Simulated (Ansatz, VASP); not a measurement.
## Two plane-wave programs on La

```
La
1.0
     0.00000    2.75341    2.75341
     2.75341    0.00000    2.75341
     2.75341    2.75341    0.00000
La
1
Direct
  0.00000 0.00000 0.00000
```

Alike in both runs: task single point; functional revPBE; k mesh 11 × 11 × 11; occupations fermi-dirac, width 0.1 eV; no spin polarisation.

```csv
,VASP,Ansatz
version,VASP 6.6.1,Ansatz 0.2.0
potentials or method,"VASP PAW PBE potentials, release 64 (La), cutoff 520 eV","plane waves (420 eV) with PAW, scalar-relativistic"
valence electrons in the cell,11,11
```

```tsv
	VASP	Ansatz	Ansatz less VASP
pressure (GPa)	-1.7	-1.7	-0.03
```

VASP's potentials were made for PBE, not for revPBE. The functional is the same, so the differences come from potentials, cutoffs and numerics.

Neither program's run includes spin-orbit coupling.
